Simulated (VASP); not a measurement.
# TiIn2 (P4/mmm) in VASP: a series of runs, part 2 of 2

VASP 6.6.1. The steps go on from the part before.

## Step 3: Single point, PBE

This run uses another cell than the first one, of 22.15 Å³/atom, 1.150 times its volume.

Contents of INCAR:

```
PREC = Accurate
ENCUT = 520
EDIFF = 1E-6
ISMEAR = 0
SIGMA = 0.1
LREAL = F
LASPH = T
NELM = 100
ALGO = Normal
ISIF = 2
LWAVE = F
LCHARG = F
GGA = PE
NBANDS = 26
```

Contents of KPOINTS:

```
regular mesh
0
Gamma
  6 6 4
```

Contents of POSCAR:

```
TiIn2
1.0
    3.0662697191      0.0000000000      0.0000000000
    0.0000000000      3.0662697191      0.0000000000
    0.0000000000      0.0000000000      7.0673438714
Ti In
1 2
Direct
    0.0000000000      0.0000000000      0.0000000000
    0.5000000000      0.5000000000      0.2935551032
    0.5000000000      0.5000000000      0.7064448968
```

Potentials or basis: VASP PAW PBE potentials, release 64 (Ti_sv, In_d).

Run with:

```console
cat potpaw_PBE.64/Ti_sv/POTCAR potpaw_PBE.64/In_d/POTCAR > POTCAR
mpirun -np 1 vasp_std > vasp.out
```

OUTCAR:

```text
PREC = Accurate
   ENCUT = 520
   EDIFF = 1E-6
   ISMEAR = 0
   LREAL = F
   LASPH = T
   NELM = 100
   ISIF = 2
   GGA = PE

 ion  position               nearest neighbor table
   1  0.000  0.000  0.000-   2 3.00   3 3.00   2 3.00   3 3.00   2 3.00   3 3.00   2 3.00   3 3.00

   2  0.500  0.500  0.294-   3 2.92   1 3.00   1 3.00   1 3.00   1 3.00
   3  0.500  0.500  0.706-   2 2.92   1 3.00   1 3.00   1 3.00   1 3.00

  LATTYP: Found a simple tetragonal cell.
 ALAT       =     3.0662697191
 C/A-ratio  =     2.3048669944

  Lattice vectors:

 A1 = (   3.0662697191,   0.0000000000,   0.0000000000)
 A2 = (   0.0000000000,   3.0662697191,   0.0000000000)
 A3 = (   0.0000000000,   0.0000000000,   7.0673438714)

Analysis of symmetry for initial positions (statically):
=====================================================================
 Subroutine PRICEL returns:
 Original cell was already a primitive cell.

 Routine SETGRP: Setting up the symmetry group for a
 simple tetragonal supercell.

 Subroutine GETGRP returns: Found 16 space group operations
 (whereof 16 operations were pure point group operations)
 out of a pool of 16 trial point group operations.

The static configuration has the point symmetry D_4h.

Analysis of symmetry for dynamics (positions and initial velocities):
=====================================================================
 Subroutine PRICEL returns:
 Original cell was already a primitive cell.

 Routine SETGRP: Setting up the symmetry group for a
 simple tetragonal supercell.

 Subroutine GETGRP returns: Found 16 space group operations
 (whereof 16 operations were pure point group operations)
 out of a pool of 16 trial point group operations.

The dynamic configuration has the point symmetry D_4h.

 Subroutine INISYM returns: Found 16 space group operations
 (whereof 16 operations are pure point group operations),
 and found     1 'primitive' translations
[... 113 lines left out ...]
   EFERMI_NEDOS =   21; number of points for ismear=-14 and -15
   IALGO  =     38    algorithm
   IMIX   =      4    mixing-type and parameters
     AMIX     =   0.40;   BMIX     =  1.00
     AMIX_MAG =   1.60;   BMIX_MAG =  1.00
  volume/ion in A,a.u.               =      22.15       149.47
  Fermi-wavevector in a.u.,A,eV,Ry     =   1.358867  2.567887 25.123435  1.846520
  Thomas-Fermi vector in A             =   2.485664
   LORBIT       =      0    0 simple, 1 ext, 2 COOP (PROOUT), +10 PAW based schemes
   GGA     = PE    functional components
   LHFCALC =     F    Hartree Fock is set to
   AEXX    =    0.0000 exact exchange contribution
   IVDW    =     0    specifies the selected vdW correction
   LEPSILON=     F    determine dielectric tensor
   LRPA    =     F    only Hartree local field effects (RPA)
 non-spin polarized calculation
 Gauss-broadening in eV      SIGMA  =   0.10
  energy-cutoff  :      520.00
  volume of cell :       66.45
 maximum number of plane-waves:      1812
 NGX is ok and might be reduce to    24
   NGX = 11   NGY = 11   NGZ = 27

 number of electron      37.9999988 magnetization

 Free energy of the ion-electron system (eV)
  ---------------------------------------------------
  ext. energy  EPLUGINS =         0.00000000
  ---------------------------------------------------
  free energy    TOTEN  =       -13.15518844 eV

  energy without entropy =      -13.14304011  energy(sigma->0) =      -13.14911427

 E-fermi :   7.9160     XC(G=0): -10.7647

 val. band max:        7.8800978199   @ k =   0.3333   0.3333   0.0000
 cond. band min:       7.9501448707   @ k =   0.3333   0.0000   0.0000
 fundamental gap:      0.0700470507
 Fermi energy:         7.9159794213

 k-point     1 :       0.0000    0.0000    0.0000
  band No.  band energies     occupation
      1     -49.0082      2.00000
      2     -25.3814      2.00000
      3     -25.1073      2.00000
      4     -25.1073      2.00000
      5      -6.6864      2.00000
      6      -6.6488      2.00000
[... 685 lines left out ...]
     25      13.1281      0.00000
     26      13.3700      0.00000

 [... further k-points ...]

------------------------ aborting loop because EDIFF is reached ----------------------------------------

  FORCE on cell =-STRESS in cart. coord.  units (eV):
  Direction    XX          YY          ZZ          XY          YZ          ZX
  --------------------------------------------------------------------------------------
  -------------------------------------------------------------------------------------
  Total       -0.0396176     -0.0396176      0.0522862      0.0000000     -0.0000000      0.0000000
  in kB       -0.9552612     -0.9552612      1.2607258      0.0000000     -0.0000000      0.0000000
  external PRESSURE =      -0.2165989 kB  Pullay stress =       0.0000000 kB

 VOLUME and BASIS-vectors are now :
 -----------------------------------------------------------------------------
  energy-cutoff  :      520.00
  volume of cell :       66.45
      direct lattice vectors                 reciprocal lattice vectors
     3.066269719  0.000000000  0.000000000     0.326129170  0.000000000  0.000000000
     0.000000000  3.066269719  0.000000000     0.000000000  0.326129170  0.000000000
     0.000000000  0.000000000  7.067343871     0.000000000  0.000000000  0.141495874

 POSITION                                       TOTAL-FORCE (eV/Angst)
 -----------------------------------------------------------------------------------
      0.00000      0.00000      0.00000         0.000000      0.000000      0.000000
      1.53313      1.53313      2.07465        -0.000000     -0.000000      0.007226
      1.53313      1.53313      4.99269         0.000000     -0.000000     -0.007226
 -----------------------------------------------------------------------------------
    total drift:                                0.000000     -0.000000      0.000000

  FREE ENERGIE OF THE ION-ELECTRON SYSTEM (eV)
  ---------------------------------------------------
  free  energy   TOTEN  =       -13.1551884404 eV

  energy  without entropy=      -13.1430401091  energy(sigma->0) =      -13.14911427
```

It took 18 s on 1 thread of Intel Xeon 6975P-C (Granite Rapids), shared host; peak memory 0.2 GiB.

What came out:

```yaml
Free_energy: -13.1552 eV
Pressure: 0.0 GPa
Largest_force: 0.007 eV/Å
Band_gap_on_the_k_mesh: zero (band 19 reaches 8.34 eV, above the bottom of band 20 at 7.54 eV)
```

Forces in eV/Å, atoms in the order of the input:
```
Ti   0.000  0.000  0.000
In   0.000  0.000  0.007
In   0.000  0.000 -0.007
```

Stress tensor (GPa, compression positive):
```
-0.10  0.00  0.00
 0.00 -0.10  0.00
 0.00  0.00  0.13
```

Levels at points of the mesh, in eV from the Fermi level:
| k point | band 15 | band 16 | band 17 | band 18 | band 19 | band 20 | band 21 | band 22 | band 23 | band 24 |
| --- | --- | --- | --- | --- | --- | --- | --- | --- | --- | --- |
| (0.00, 0.00, 0.00) | -9.02 | -6.54 | -4.33 | -0.56 | 0.15 | 1.46 | 1.46 | 2.45 | 3.88 | 7.10 |
| (0.50, 0.00, 0.00) | -5.22 | -3.95 | -3.89 | -1.63 | -1.09 | -0.37 | 1.33 | 1.79 | 2.12 | 2.16 |
| (0.50, 0.50, 0.00) | -2.85 | -1.17 | -1.17 | -0.70 | -0.70 | -0.10 | 0.86 | 1.28 | 3.12 | 3.94 |
| (0.00, 0.00, 0.50) | -8.41 | -7.97 | -1.63 | -1.45 | -0.56 | 1.43 | 1.43 | 2.24 | 2.45 | 8.21 |
| (0.50, 0.00, 0.50) | -5.17 | -4.13 | -3.10 | -2.99 | -0.95 | -0.19 | 1.33 | 1.79 | 3.10 | 3.13 |
| (0.50, 0.50, 0.50) | -2.72 | -1.65 | -1.65 | -1.03 | 0.31 | 0.31 | 0.93 | 2.43 | 2.43 | 3.12 |

Caveat: spin-orbit coupling is left out, which moves the levels of the heavy elements.

## Step 4: Relaxation of cell and atoms, PBE

Contents of INCAR:

```
PREC = Accurate
ENCUT = 600
EDIFF = 1E-7
ISMEAR = 0
SIGMA = 0.1
LREAL = F
LASPH = T
NELM = 60
ALGO = Fast
ISIF = 3
LWAVE = F
LCHARG = F
GGA = PE
IBRION = 2
NSW = 90
EDIFFG = -0.04
```

KPOINTS is that of step 3.

Contents of POSCAR:

```
TiIn2
1.0
    3.1159615200      0.0000000000      0.0000000000
    0.0000000000      3.1159615200      0.0000000000
    0.0000000000      0.0000000000      5.9532972800
Ti In
1 2
Direct
    0.0000000000      0.0000000000      0.0000000000
    0.5000000000      0.5000000000      0.2700000100
    0.5000000000      0.5000000000      0.7299999900
```

Run with:

```console
cat potpaw_PBE.64/Ti_sv/POTCAR potpaw_PBE.64/In_d/POTCAR > POTCAR
mpirun -np 1 vasp_std > vasp.out
```

Run time: 18 min. Hardware: 1 thread of Intel Xeon 6975P-C (Granite Rapids), shared host; peak memory 0.23 GiB.

It converged, with:

```yaml
Free_energy: -13.1514 eV
Relaxed_volume: 22.13 Å³/atom
Relaxed_cell: a = 3.063 Å, b = 3.063 Å, c = 7.078 Å, α = 90.00°, β = 90.00°, γ = 90.00°
Space_group_after_relaxing_to_0.05_Å: P4/mmm (No. 123)
Energy_gained_by_relaxing: 355.1 meV/atom
Ionic_steps: 15
Pressure_after_relaxing: 0.0 GPa
Largest_force_after_relaxing: 0.010 eV/Å
Band_gap_on_the_k_mesh: zero (band 19 reaches 8.34 eV, above the bottom of band 20 at 7.55 eV)
```

Forces in eV/Å, atoms in the order of the input:
```
Ti   0.000  0.000  0.000
In   0.000  0.000 -0.010
In   0.000  0.000  0.010
```

The path:
```
step  energy change (eV)  largest force (eV/Å)  pressure (GPa)  volume (Å³)
   1              0.0000                1.1942           21.25        57.80
   2             -0.2963                0.1981          -11.96        81.75
   3             -0.7759                0.3561           -0.16        69.97
   4             -0.8138                0.3145           -1.07        70.83
   5             -0.8440                0.2741           -1.40        71.11
   6             -0.9325                0.3863           -1.39        70.14
   7             -1.0133                0.5064           -0.68        68.18
   8             -1.0181                0.5152           -0.03        67.29
   9             -1.0204                0.5166           -0.26        67.60
  10             -1.0511                0.2993           -0.11        66.82
  11             -1.0615                0.0437            0.22        66.08
  12             -1.0650                0.0162           -0.18        66.55
  13             -1.0650                0.0182           -0.19        66.56
  14             -1.0650                0.0032            0.25        66.21
  15             -1.0652                0.0104            0.05        66.39
```

Final structure:
```xyz
3
Lattice="3.0626 0.0000 0.0000 0.0000 3.0626 0.0000 0.0000 0.0000 7.0777" Properties=species:S:1:pos:R:3 pbc="T T T"
Ti    0.0000    0.0000    0.0000
In    1.5313    1.5313    2.0804
In    1.5313    1.5313    4.9973
```

Levels at points of the mesh, in eV from the Fermi level:
| k point | band 16 | band 17 | band 18 | band 19 | band 20 | band 21 | band 22 | band 23 |
| --- | --- | --- | --- | --- | --- | --- | --- | --- |
| (0.00, 0.00, 0.00) | -6.56 | -4.33 | -0.56 | 0.14 | 1.47 | 1.47 | 2.47 | 3.85 |
| (0.50, 0.00, 0.00) | -3.94 | -3.89 | -1.64 | -1.08 | -0.37 | 1.34 | 1.80 | 2.16 |
| (0.50, 0.50, 0.00) | -1.16 | -1.16 | -0.70 | -0.70 | -0.09 | 0.87 | 1.30 | 3.13 |
| (0.00, 0.00, 0.50) | -7.97 | -1.64 | -1.48 | -0.56 | 1.44 | 1.44 | 2.23 | 2.47 |
| (0.50, 0.00, 0.50) | -4.11 | -3.09 | -3.00 | -0.96 | -0.19 | 1.35 | 1.80 | 3.11 |
| (0.50, 0.50, 0.50) | -1.64 | -1.64 | -1.01 | 0.32 | 0.32 | 0.93 | 2.42 | 2.42 |

Caveat: spin-orbit coupling is left out, which moves the levels of the heavy elements.

## Step 5: Overview

```tsv
task	cell	cutoff (eV)	gap on the mesh (eV)	pressure (GPa)	largest force (eV/Å)
single point	a = 3.116, b = 3.116, c = 5.953 Å, 3 atoms	520	none	21.2	1.19
single point	a = 3.066, b = 3.066, c = 7.067 Å, 3 atoms	520	none	0.0	0.01
relaxation of cell and atoms	relaxed from a = 3.116, b = 3.116, c = 5.953 Å, 3 atoms	600	none	0.0	0.01
```

Alike in all rows: level PBE; potentials or basis VASP PAW PBE potentials, release 64 (Ti_sv, In_d); no spin polarisation; k mesh 6 × 6 × 4; smearing gaussian 0.1 eV.

Caveats: spin-orbit coupling is left out, which moves the levels of the heavy elements; forces of over 1 eV/Å act on the atoms, so gaps and moduli don't describe the material at rest (some runs).

Absolute energies hang on the potentials; compare differences alone.
